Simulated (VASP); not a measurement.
# NiO in VASP: notebook, part 2 of 2

VASP 6.6.1. Earlier steps stand in the parts before.

### 4 Single point, r2SCAN, collinear spin, ferromagnetic start (uniaxial strain along c: +6.0 %)

POSCAR

```
NiO
1.0
    2.0628840196      2.0628840196      0.0000000000
   -2.0628840196      2.0628840196      0.0000000000
    0.0000000000      0.0000000000      4.4399128137
Ni O
2 2
Direct
    0.0000000000      0.0000000000      0.0000000000
    0.5000000000      0.5000000000      0.5000000000
    0.5000000000      0.5000000000      0.0000000000
    0.0000000000      0.0000000000      0.5000000000
```

INCAR.step1

```
PREC     = Accurate       # precision mode
ENCUT    = 520            # plane-wave cutoff, eV
ISMEAR   = 0              # smearing method
SIGMA    = 0.02           # smearing width, eV
LREAL    = False          # projectors in reciprocal space
LASPH    = True           # aspherical terms in the spheres
NELM     = 150            # most SCF steps
ISPIN    = 2              # spin polarisation
MAGMOM   = 1.84 1.84 0.31 0.31 # initial moments
LMAXMIX  = 4              # l up to which the mixer works
NBANDS   = 28             # bands
GGA      = PE             # functional
ALGO     = Normal         # electronic algorithm
EDIFF    = 1E-4           # SCF threshold, eV
LWAVE    = True           # write WAVECAR
LCHARG   = False          # write CHGCAR
```

INCAR.step2

```
PREC     = Accurate       # precision mode
ENCUT    = 520            # plane-wave cutoff, eV
EDIFF    = 1E-6           # SCF threshold, eV
ISMEAR   = 0              # smearing method
SIGMA    = 0.02           # smearing width, eV
LREAL    = False          # projectors in reciprocal space
LASPH    = True           # aspherical terms in the spheres
NELM     = 150            # most SCF steps
ALGO     = Normal         # electronic algorithm
ISIF     = 2              # what is computed and relaxed
LWAVE    = False          # write WAVECAR
LCHARG   = True           # write CHGCAR
ISPIN    = 2              # spin polarisation
MAGMOM   = 1.84 1.84 0.31 0.31 # initial moments
LORBIT   = 11             # projections on sites
LMAXMIX  = 4              # l up to which the mixer works
METAGGA  = R2SCAN         # meta-GGA
LMIXTAU  = True         
LELF     = True           # ELF
LVHAR    = True         
NBANDS   = 28             # bands
ISTART   = 1
```

KPOINTS

```
regular mesh
0
Gamma
  10 10 8
```

Potentials or basis: VASP PAW PBE potentials, release 64 (Ni, O).

The run is started by

```sh
$ cat potpaw_PBE.64/Ni/POTCAR potpaw_PBE.64/O/POTCAR > POTCAR
$ cp INCAR.step1 INCAR
$ mpirun -np 1 vasp_std > vasp.out
$ cp INCAR.step2 INCAR
$ mpirun -np 1 vasp_std > vasp.out
```

OUTCAR:

```text
PREC = Accurate
   ENCUT = 520
   EDIFF = 1E-6
   ISMEAR = 0
   LREAL = False
   LASPH = True
   NELM = 150
   ISIF = 2
   ISPIN = 2
   LORBIT = 11
   METAGGA = R2SCAN
   ISTART = 1

 ion  position               nearest neighbor table
   1  0.000  0.000  0.000-   3 2.06   3 2.06   3 2.06   3 2.06   4 2.22   4 2.22   2 3.03   2 3.03
                             2 3.03   2 3.03   2 3.03   2 3.03   2 3.03   2 3.03
   2  0.500  0.500  0.500-   4 2.06   4 2.06   4 2.06   4 2.06   3 2.22   3 2.22   1 3.03   1 3.03
                             1 3.03   1 3.03   1 3.03   1 3.03   1 3.03   1 3.03
   3  0.500  0.500  0.000-   1 2.06   1 2.06   1 2.06   1 2.06   2 2.22   2 2.22
   4  0.000  0.000  0.500-   2 2.06   2 2.06   2 2.06   2 2.06   1 2.22   1 2.22

  LATTYP: Found a simple tetragonal cell.
 ALAT       =     2.9173585581
 C/A-ratio  =     1.5218947981

  Lattice vectors:

 A1 = (   2.0628840196,   2.0628840196,   0.0000000000)
 A2 = (  -2.0628840196,   2.0628840196,   0.0000000000)
 A3 = (   0.0000000000,   0.0000000000,   4.4399128137)

Analysis of symmetry for initial positions (statically):
=====================================================================
 Subroutine PRICEL returns following result:

  LATTYP: Found a body centered tetragonal cell.
 ALAT       =     2.9173585581
 C/A-ratio  =     1.5218947981
[... 12 lines left out ...]
 Subroutine GETGRP returns: Found 16 space group operations
 (whereof 16 operations were pure point group operations)
 out of a pool of 16 trial point group operations.

The static configuration has the point symmetry D_4h.

Analysis of symmetry for dynamics (positions and initial velocities):
=====================================================================
 Subroutine PRICEL returns following result:

  LATTYP: Found a body centered tetragonal cell.
 ALAT       =     2.9173585581
 C/A-ratio  =     1.5218947981
[... 12 lines left out ...]
 Subroutine GETGRP returns: Found 16 space group operations
 (whereof 16 operations were pure point group operations)
 out of a pool of 16 trial point group operations.
[... 169 lines left out ...]
  ext. energy  EPLUGINS =         0.00000000
  ---------------------------------------------------
  free energy    TOTEN  =       -40.11663657 eV

  energy without entropy =      -40.11663657  energy(sigma->0) =      -40.11663657

 E-fermi :   7.3600     XC(G=0): -13.1669

 val. band max:        7.2367443448   @ k =   0.5000   0.0000   0.5000
 cond. band min:       7.4938148275   @ k =   0.0000   0.0000   0.0000
 fundamental gap:      0.2570704827
 Fermi energy:         7.3600050775

 spin component 1

 k-point     1 :       0.0000    0.0000    0.0000
  band No.  band energies     occupation
      1     -13.7873      1.00000
      2     -12.6317      1.00000
      3       0.4123      1.00000
      4       2.9230      1.00000
      5       3.1529      1.00000
      6       3.2203      1.00000
[... 733 lines left out ...]
     27      26.2758      0.00000
     28      27.5234      0.00000

 [... further k-points ...]

 spin component 2

 k-point     1 :       0.0000    0.0000    0.0000
  band No.  band energies     occupation
      1     -13.2549      1.00000
      2     -11.9796      1.00000
      3       0.8367      1.00000
      4       3.8120      1.00000
      5       3.8121      1.00000
      6       4.0504      1.00000
[... 733 lines left out ...]
     27      26.7971      0.00000
     28      27.9828      0.00000

 [... further k-points ...]
[... 5 lines left out ...]
  --------------------------------------------------------------------------------------
  -------------------------------------------------------------------------------------
  Total        0.2886449      0.2886449     -3.2358621      0.0000000      0.0000000      0.0000000
  in kB       12.2382804     12.2382804   -137.1976051      0.0000000      0.0000000      0.0000000
  external PRESSURE =     -37.5736814 kB  Pullay stress =       0.0000000 kB

 VOLUME and BASIS-vectors are now :
 -----------------------------------------------------------------------------
  energy-cutoff  :      520.00
  volume of cell :       37.79
      direct lattice vectors                 reciprocal lattice vectors
     2.062884020  2.062884020  0.000000000     0.242379114  0.242379114  0.000000000
    -2.062884020  2.062884020  0.000000000    -0.242379114  0.242379114  0.000000000
     0.000000000  0.000000000  4.439912814     0.000000000  0.000000000  0.225229648

 POSITION                                       TOTAL-FORCE (eV/Angst)
 -----------------------------------------------------------------------------------
      0.00000      0.00000      0.00000         0.000000     -0.000000      0.000000
      0.00000      2.06288      2.21996        -0.000000      0.000000      0.000000
      0.00000      2.06288      0.00000        -0.000000     -0.000000     -0.000000
      0.00000      0.00000      2.21996         0.000000     -0.000000      0.000000
 -----------------------------------------------------------------------------------
    total drift:                                0.000000     -0.000000     -0.000000

  FREE ENERGIE OF THE ION-ELECTRON SYSTEM (eV)
  ---------------------------------------------------
  free  energy   TOTEN  =       -40.1166365695 eV

  energy  without entropy=      -40.1166365695  energy(sigma->0) =      -40.11663657

 total charge

# of ion       s       p       d       tot
------------------------------------------
    1        0.330   0.400   8.154   8.883
    2        0.330   0.400   8.154   8.883
    3        1.555   3.479   0.000   5.034
    4        1.555   3.479   0.000   5.034
--------------------------------------------------
tot          3.770   7.757  16.307  27.834

 magnetization (x)

# of ion       s       p       d       tot
------------------------------------------
    1        0.013   0.011   1.671   1.695
    2        0.013   0.011   1.671   1.695
    3        0.027   0.246   0.000   0.273
    4        0.027   0.246   0.000   0.273
--------------------------------------------------
tot          0.080   0.515   3.341   3.936
```

OUTCAR.step1:

```text
PREC = Accurate
   ENCUT = 520
   ISMEAR = 0
   LREAL = False
   LASPH = True
[... 1769 lines left out ...]
      0.00000      0.00000      0.00000        -0.000000      0.000000     -0.000000
      0.00000      2.06288      2.21996        -0.000000      0.000000     -0.000000
      0.00000      2.06288      0.00000         0.000000     -0.000000      0.000000
      0.00000      0.00000      2.21996        -0.000000      0.000000     -0.000000
 -----------------------------------------------------------------------------------
    total drift:                                0.000000     -0.000000     -0.000000

  FREE ENERGIE OF THE ION-ELECTRON SYSTEM (eV)
  ---------------------------------------------------
  free  energy   TOTEN  =       -22.9275625959 eV

  energy  without entropy=      -22.9273060041  energy(sigma->0) =      -22.92743430
```

It took 7.3 min on 1 thread of Intel Xeon Platinum 8488C (Sapphire Rapids), shared host; peak memory 0.29 GiB.

What came out:

```
Free energy                                           : -40.1166 eV
Pressure                                              : -3.8 GPa
Band gap on the k mesh                                : 0.26 eV
Net moment                                            : 4.00 μB per cell
Site moments                                          : Ni +1.70; O +0.27 μB
Valence electrons inside the program's atomic spheres : Ni 8.88; O 5.03
```

Stress tensor (GPa, compression positive):
```
  1.22   0.00   0.00
  0.00   1.22   0.00
  0.00   0.00 -13.72
```

Caveat: the cell differs from its parent crystal (uniaxial strain along c: +6.0 %); the stress differs along the axes, from -14 to 1 GPa; semilocal functionals underestimate gaps, and a narrow one can read as zero; the PAW data sets were made with another functional, which shifts forces and pressure a little. A k mesh can miss the band edges.

### 5 Single point, r2SCAN, collinear spin, ferromagnetic start (uniaxial strain along c: +6.0 %, then relaxed in part)

POSCAR: that of step 4 with these lines changed.

```diff
@@ -2,4 +2,4 @@
 1.0
-    2.0628840196      2.0628840196      0.0000000000
-   -2.0628840196      2.0628840196      0.0000000000
+    2.0671876208      2.0671876208      0.0000000000
+   -2.0671876208      2.0671876208      0.0000000000
     0.0000000000      0.0000000000      4.4399128137
```

INCAR.step1

```
ALGO = Normal ; EDIFF = 1E-4
ENCUT = 520 ; GGA = PE
ISMEAR = 0 ; ISPIN = 2
LASPH = T ; LCHARG = F
LMAXMIX = 4 ; LREAL = F
LWAVE = T ; MAGMOM = 1.84 1.84 0.31 0.31
NBANDS = 28 ; NELM = 150
PREC = Accurate ; SIGMA = 0.02
```

INCAR.step2

```
ALGO = Normal ; EDIFF = 1E-6
ENCUT = 520 ; ISIF = 2
ISMEAR = 0 ; ISPIN = 2
ISTART = 1 ; LASPH = T
LCHARG = F ; LMAXMIX = 4
LMIXTAU = T ; LORBIT = 11
LREAL = F ; LWAVE = F
MAGMOM = 1.84 1.84 0.31 0.31 ; METAGGA = R2SCAN
NBANDS = 28 ; NELM = 150
PREC = Accurate ; SIGMA = 0.02
```

KPOINTS

```
k-points
0
Gamma
  10 10 8
```

The run is started by

```sh
$ cat potpaw_PBE.64/Ni/POTCAR potpaw_PBE.64/O/POTCAR > POTCAR
$ cp INCAR.step1 INCAR
$ mpirun -np 1 vasp_std > vasp.out
$ cp INCAR.step2 INCAR
$ mpirun -np 1 vasp_std > vasp.out
```

Wall time 7.5 min (1 thread of Intel Xeon Platinum 8488C (Sapphire Rapids), shared host); peak memory 0.29 GiB.

It converged, with:

```
Free energy                                           : -40.1174 eV
Pressure                                              : -4.7 GPa
Band gap on the k mesh                                : 0.29 eV
Net moment                                            : 4.00 μB per cell
Site moments                                          : Ni +1.70; O +0.27 μB
Valence electrons inside the program's atomic spheres : Ni 8.88; O 5.03
```

Stress tensor (GPa, compression positive):
```
  0.04   0.00   0.00
  0.00   0.04   0.00
  0.00   0.00 -14.12
```

Levels at points of the mesh, in eV from the valence-band top:
Spin up:
```
           k point  band 16  band 17  band 18  band 19  band 20  band 21
(0.00, 0.00, 0.00)    -2.74    -2.43    -2.43     1.79     6.42    10.45
(0.50, 0.00, 0.00)    -1.77    -0.09    -0.09     7.56     7.56    10.71
(0.50, 0.50, 0.00)    -2.49    -2.29    -2.29     6.37     6.37    11.47
(0.00, 0.00, 0.50)    -2.28    -2.28    -2.28     5.25     5.25    12.49
(0.50, 0.00, 0.50)    -0.52     0.00     0.00     6.00     6.00    10.33
(0.50, 0.50, 0.50)    -2.29    -2.15    -2.15     8.36     8.36    11.41
```
Spin down:
```
           k point  band 10  band 11  band 12  band 13  band 14  band 15  band 16  band 17  band 18  band 19
(0.00, 0.00, 0.00)    -2.28    -2.28    -2.04    -1.47    -1.47     0.29     0.66     0.98     1.37     2.45
(0.50, 0.00, 0.00)    -1.82    -1.24    -1.24    -0.86    -0.86     1.09     1.09     3.50     3.50     8.25
(0.50, 0.50, 0.00)    -3.16    -1.53    -1.53    -1.32    -1.32     0.94     0.94     1.58     1.58     7.02
(0.00, 0.00, 0.50)    -2.83    -1.39    -1.39    -1.39    -1.39     0.82     0.82     1.57     1.57     6.06
(0.50, 0.00, 0.50)    -1.60    -1.29    -1.29    -1.07    -1.07     2.81     2.81     3.52     3.52     6.29
(0.50, 0.50, 0.50)    -1.83    -1.83    -1.83    -1.32    -1.32     1.54     1.54     1.86     1.86     9.12
```

Caveat: the cell differs from its parent crystal (uniaxial strain along c: +6.0 %, then relaxed in part); the stress differs along the axes, from -14 to 0 GPa; semilocal functionals underestimate gaps, and a narrow one can read as zero; the PAW data sets were made with another functional, which shifts forces and pressure a little.

### 6 Summary

```tsv
task	cell	k mesh	cutoff (eV)	gap on the mesh (eV)	pressure (GPa)	moment (μB)
relaxation of cell and atoms	relaxed from a = 2.960 Å, angles 60.0°, 2 atoms, atomic positions A	12 × 12 × 12	600	0.74	-0.1	2.00
single point	a = 3.021, b = 3.021, c = 4.138 Å, 4 atoms, atomic positions B	10 × 10 × 8	520	0.66	-5.2	4.00
single point	a = 2.917, b = 2.917, c = 4.440 Å, 4 atoms, atomic positions B	10 × 10 × 8	520	0.26	-3.8	4.00
single point	a = 2.923, b = 2.923, c = 4.440 Å, 4 atoms, atomic positions B	10 × 10 × 8	520	0.29	-4.7	4.00
```

Alike in all rows: level r2SCAN; potentials or basis VASP PAW PBE potentials, release 64 (Ni, O); spin collinear, ferromagnetic start; smearing gaussian 0.02 eV.

Caveats: semilocal functionals underestimate gaps, and a narrow one can read as zero; the PAW data sets were made with another functional, which shifts forces and pressure a little; a cell with one magnetic atom can't hold antiferromagnetic order, which such compounds often take (at least some runs); the stress differs along the axes, from -8 to -0 GPa (at least some runs); the stress differs along the axes, from -14 to 1 GPa (at least some runs); the stress differs along the axes, from -14 to 0 GPa (at least some runs).

Absolute energies hang on the potentials; compare differences alone.
